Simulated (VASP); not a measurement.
Write the native input for VASP 6.6.1 that does the following.

```yaml
Task: single point
Functional: PBEsol
Potentials_or_basis: VASP PAW PBE potentials, release 64 (Au)
Cutoff: 520 eV
k_mesh: 18 × 18 × 4
Occupations: gaussian, width 0.15 eV
Spin: no spin polarisation
Dipole_correction: no
Further_INCAR_settings: ALGO = Fast; EDIFF = 1e-07; NBANDS = 42
```

The structure of Au lies in POSCAR:

```
Au
1.0
    2.0455000000     -2.0455000000      0.0000000000
    2.0455000000      0.0000000000     -2.0455000000
    8.3263375673      8.3263375673      8.3263375673
Au
6
Direct
    0.6666666667      0.6666666667      0.0818723672
    0.0000000000      0.0000000000      0.9007598166
    0.3333333333      0.3333333333      0.2456498571
    0.6666666667      0.6666666667      0.5732048368
    0.0000000000      0.0000000000      0.4094273470
    0.3333333333      0.3333333333      0.7369823267
```

This cell differs from its parent crystal: the distance across one plane changed.

One way to write it, as run:

INCAR

```
SYSTEM = Au
PREC     = Accurate       ! precision mode
ENCUT    = 520            ! plane-wave cutoff, eV
EDIFF    = 1E-7           ! SCF threshold, eV
ISMEAR   = 0              ! smearing method
SIGMA    = 0.15           ! smearing width, eV
LREAL    = .FALSE.        ! projectors in reciprocal space
LASPH    = .TRUE.         ! aspherical terms in the spheres
NELM     = 100            ! most SCF steps
ALGO     = Fast           ! electronic algorithm
ISIF     = 2              ! what is computed and relaxed
LWAVE    = .FALSE.        ! write WAVECAR
LCHARG   = .FALSE.        ! write CHGCAR
GGA      = PS             ! functional
NBANDS   = 42             ! bands
```

KPOINTS

```
regular mesh
0
G
  18 18 4
  0 0 0
```

Potentials or basis: VASP PAW PBE potentials, release 64 (Au).

Launch:

```bash
$ cat potpaw_PBE.64/Au/POTCAR > POTCAR
$ mpirun -np 1 vasp_std > vasp.out
```

Results of the run:

```
Pressure               : -3.3 GPa
Largest force          : 0.571 eV/Å
Band gap on the k mesh : zero (bands 33 and 34 overlap by 4.92 eV)
```

Caveat: the cell differs from its parent crystal (the distance across one plane changed); the cell stands under tension; the PAW data sets were made with another functional, which shifts forces and pressure a little; spin-orbit coupling is left out, which moves the levels of the heavy elements.

It took 16 min on 1 thread of Oxide Virtual Turin-like Processor, on a shared host, peak memory 0.5 GiB.
